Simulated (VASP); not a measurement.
Here is a VASP 6.6.1 calculation.

Contents of INCAR:

```
PREC = Accurate
ENCUT = 520
EDIFF = 1E-8
ISMEAR = -1
SIGMA = 0.05
LREAL = False
LASPH = True
NELM = 60
ALGO = Normal
ISIF = 2
LWAVE = False
LCHARG = False
GGA = PE
LEFG = True
NBANDS = 19
```

The input KPOINTS:

```
Automatic mesh
0
Gamma
  8 8 8
```

The input POSCAR:

```
Hg
1.0
    0.0000000000      3.3303445432      3.3303445432
    3.3303445432      0.0000000000      3.3303445432
    3.3303445432      3.3303445432      0.0000000000
Hg
2
Direct
   -0.1250000000     -0.1250000000     -0.1250000000
    0.1250000000      0.1250000000      0.1250000000
```

Potentials or basis: VASP PAW PBE potentials, release 64 (Hg).

Run with:

```bash
$ cat potpaw_PBE.64/Hg/POTCAR > POTCAR
$ mpirun -np 1 vasp_std > vasp.out
```

Question: Estimate the band gap on the k mesh.

Answer: Zero (bands 12 and 13 overlap by 2.93 eV).

Question: Predict the pressure.

Answer: 2.1 GPa.

Caveat: spin-orbit coupling is left out, which moves the levels of the heavy elements.
